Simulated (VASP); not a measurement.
A run of VASP 6.6.1 is set up as follows.

Contents of INCAR:

```
SYSTEM = W
PREC = Accurate
ENCUT = 520
EDIFF = 1E-6
ISMEAR = -1
SIGMA = 0.05
LREAL = .False.
LASPH = .True.
NELM = 60
ALGO = Normal
ISIF = 2
LWAVE = .False.
LCHARG = .False.
GGA = PS
NBANDS = 21
```

Contents of KPOINTS:

```
regular mesh
0
Gamma
  10 10 10
  0 0 0
```

The input POSCAR:

```
W
1.0
    0.0000000000      2.7225927735      2.7225927735
    2.7225927735      0.0000000000      2.7225927735
    2.7225927735      2.7225927735      0.0000000000
W
2
Direct
   -0.1475000000     -0.1175000000     -0.1175000000
    0.1475000000      0.1175000000      0.1175000000
```

Potentials or basis: VASP PAW PBE potentials, release 64 (W_sv).

Launch:

```bash
$ cat potpaw_PBE.64/W_sv/POTCAR > POTCAR
$ mpirun -np 1 vasp_std > vasp.out
```

Q: What does it give for the pressure?

A: 32.7 GPa.

Q: What does it give for the largest force?

A: 2.319 eV/Å.

Q: Estimate the band gap on the k mesh.

A: Zero (bands 14 and 15 overlap by 0.86 eV).

Forces on the atoms (eV/Å):
```
W   -1.339  1.339  1.339
W    1.339 -1.339 -1.339
```

Caveat: the cell differs from its parent crystal (shortest bond scaled by 0.94); the cell stands under pressure; the PAW data sets were made with another functional, which shifts forces and pressure a little; spin-orbit coupling is left out, which moves the levels of the heavy elements.
